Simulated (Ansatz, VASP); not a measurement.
# SiO2: VASP beside Ansatz

```
CELL_PARAMETERS angstrom
3.95739 0.00000 0.00000
0.00000 3.95739 0.00000
0.00000 0.00000 2.83508
ATOMIC_POSITIONS crystal
Si 0.50000 0.50000 0.50000
Si 0.00000 0.00000 0.00000
O 0.69301 0.69301 0.00000
O 0.19301 0.80699 0.50000
O 0.30699 0.30699 0.00000
O 0.80699 0.19301 0.50000
```

Alike in both runs: task single point; functional PBE; k mesh 6 × 6 × 10; occupations gaussian, width 0.05 eV; no spin polarisation.

|  | VASP | Ansatz |
| --- | --- | --- |
| version | VASP 6.6.1 | Ansatz 0.2.0 |
| potentials or method | VASP PAW PBE potentials, release 64 (Si, O), cutoff 520 eV | scalar-relativistic, plane waves, PAW |
| valence electrons in the cell | 32 | 32 |

```csv
,VASP,Ansatz,Ansatz less VASP
gap on the k mesh at the Fermi level (eV),5.40,5.45,+0.041
least direct gap on the mesh (eV),5.40,5.45,+0.041
pressure (GPa),26.4,26.1,-0.27
"traceless stress, the component that is largest in VASP (GPa)",-32.77,-32.84,-0.080
rms of the force components (eV/Å),0.469,0.475,+0.0063
```

Atom by atom the forces differ by 0.006 eV/Å (rms over components).
